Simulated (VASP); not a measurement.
Set up this calculation in VASP 6.6.1, as the native input.

* Task: single point
* Functional: HSE06
* Potentials or basis: VASP PAW PBE potentials, release 64 (Ga_d, P)
* Cutoff: 520 eV
* k mesh: 6 × 6 × 6
* Occupations: gaussian, width 0.01 eV
* Spin: no spin polarisation
* Dipole correction: no
* Grid for exact exchange (PRECFOCK): Normal
* Further INCAR settings: ALGO = Normal; EDIFF = 1e-06; NBANDS = 16
* Share of exact exchange: 0.25
* Screening parameter: 0.2079 1/Å

GaP:

```
CELL_PARAMETERS angstrom
0.00000 2.64364 2.79436
2.64364 0.00000 2.79436
2.64364 2.64364 0.00000
ATOMIC_POSITIONS crystal
Ga 0.00000 0.00000 0.00000
P 0.25000 0.25000 0.25000
```

This cell differs from its parent crystal: epitaxial xy strain -3.0%.

The input as run:

POSCAR

```
GaP
1.0
    0.0000000000      2.6436373088      2.7943627968
    2.6436373088      0.0000000000      2.7943627968
    2.6436373088      2.6436373088      0.0000000000
Ga P
1 1
Direct
    0.0000000000      0.0000000000      0.0000000000
    0.2500000000      0.2500000000      0.2500000000
```

INCAR.step1

```
PREC = Accurate
ENCUT = 520
EDIFF = 1E-5
ISMEAR = 0
SIGMA = 0.01
LREAL = F
LASPH = T
NELM = 100
ALGO = Normal
ISIF = 2
LWAVE = T
LCHARG = F
GGA = PE
NBANDS = 16
```

INCAR.step2

```
PREC = Accurate
ENCUT = 520
EDIFF = 1E-6
ISMEAR = 0
SIGMA = 0.01
LREAL = F
LASPH = T
NELM = 100
ALGO = Normal
ISIF = 2
LWAVE = F
LCHARG = F
GGA = PE
LHFCALC = T
HFSCREEN = 0.2079
PRECFOCK = Normal
ISTART = 1
NBANDS = 16
```

KPOINTS

```
regular mesh
0
Gamma
  6 6 6
```

Potentials or basis: VASP PAW PBE potentials, release 64 (Ga_d, P).

Launch:

```sh
$ cat potpaw_PBE.64/Ga_d/POTCAR potpaw_PBE.64/P/POTCAR > POTCAR
$ cp INCAR.step1 INCAR
$ mpirun -np 1 vasp_std > vasp.out
$ cp INCAR.step2 INCAR
$ mpirun -np 1 vasp_std > vasp.out
```

Results of the run:

```yaml
Pressure: 3.9 GPa
Band_gap_on_the_k_mesh: 1.96 eV (least direct gap 2.97 eV)
```

Caveat: the cell differs from its parent crystal (epitaxial xy strain -3.0%); the stress differs along the axes, from 1 to 6 GPa; the PAW data sets were made with another functional, which shifts forces and pressure a little.

Run time: 2.6 h on 1 thread of Oxide Virtual Turin-like Processor, with other jobs on the host, peak memory 0.27 GiB.
